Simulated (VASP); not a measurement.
InPd, 2 atoms in the cell. It takes space group Pm-3m (No. 221, cubic). The conventional cell has a = 3.272 Å, b = 3.272 Å, c = 3.272 Å, α = 90.00°, β = 90.00°, γ = 90.00°. Within 3.7 Å of In (site symmetry m-3m) lie 8 Pd at 2.83 Å and 6 In at 3.27 Å. Pd (site symmetry m-3m) has 8 In at 2.83 Å and 6 Pd at 3.27 Å within 3.7 Å. 

```yaml
Program: VASP 6.6.1
Task: single point
Functional: PBE
Potentials_or_basis: VASP PAW PBE potentials, release 64 (In_d, Pd)
Cutoff: 520 eV
k_mesh: 8 × 8 × 8
Occupations: gaussian, width 0.022 eV
Spin: no spin polarisation
Dipole_correction: no
Further_INCAR_settings: ALGO = Normal; EDIFF = 1e-07; NBANDS = 18
```

Potentials or basis: VASP PAW PBE potentials, release 64 (In_d, Pd).

The run is started by

```bash
$ cat potpaw_PBE.64/In_d/POTCAR potpaw_PBE.64/Pd/POTCAR > POTCAR
$ mpirun -np 1 vasp_std > vasp.out
```

Hardware: 1 thread of Intel Xeon 6975P-C, with other jobs on the host.

Problem. Estimate the wall time of this run.

Solution. It took 9.6 s on 1 thread of Intel Xeon 6975P-C, on a shared host, peak memory 0.15 GiB. Counts: scf iterations 14, k points 35.
